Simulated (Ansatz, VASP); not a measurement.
## Rb: VASP beside Ansatz

INCAR

```
SYSTEM = Rb
ALGO = Normal
EDIFF = 1E-6
ENCUT = 520
GGA = PE
ISIF = 2
ISMEAR = 0
LASPH = .True.
LCHARG = .False.
LREAL = .False.
LWAVE = .False.
NBANDS = 10
NELM = 60
PREC = Accurate
SIGMA = 1.0
```

The input KPOINTS:

```
k-points
0
Gamma
  8 8 8
  0 0 0
```

Contents of POSCAR:

```
Rb
1.0
   -2.8359049291      2.8359049291      2.8359049291
    2.8359049291     -2.8359049291      2.8359049291
    2.8359049291      2.8359049291     -2.8359049291
Rb
1
Direct
    0.0000000000      0.0000000000      0.0000000000
```

Input for Ansatz:

```yaml
crystal:
  lattice:
    - [-2.8359049291, 2.8359049291, 2.8359049291]
    - [2.8359049291, -2.8359049291, 2.8359049291]
    - [2.8359049291, 2.8359049291, -2.8359049291]
  atoms:
    - { symbol: Rb, position: [0.0, 0.0, 0.0] }
hamiltonian:
  xc: pbe
  pseudopotentials:
    kind: paw
    azcp:
      Rb: "pseudopotentials/Rb.paw.azcp"
basis:
  ecutwfc: 420
  fft_grid_basis: typed
kpoints:
  mp_grid: { grid: [8, 8, 8], shift: [0, 0, 0] }
magnetization:
  spin_polarized: false
scf:
  occupations: { method: gaussian, width: 1.0 }
  lower_state_search: "off"
output:
  stress: true
```

Alike in both runs: task single point; functional PBE; k mesh 8 × 8 × 8; occupations gaussian, width 1 eV; no spin polarisation.

|  | VASP | Ansatz |
| --- | --- | --- |
| version | VASP 6.6.1 | Ansatz 0.2.0 |
| potentials or method | VASP PAW PBE potentials, release 64 (Rb_sv), cutoff 520 eV | plane waves (420 eV) with PAW, scalar-relativistic |
| valence electrons in the cell | 9 | 9 |

```tsv
	VASP	Ansatz	Ansatz less VASP
pressure (GPa)	0.1	0.1	0.00
```
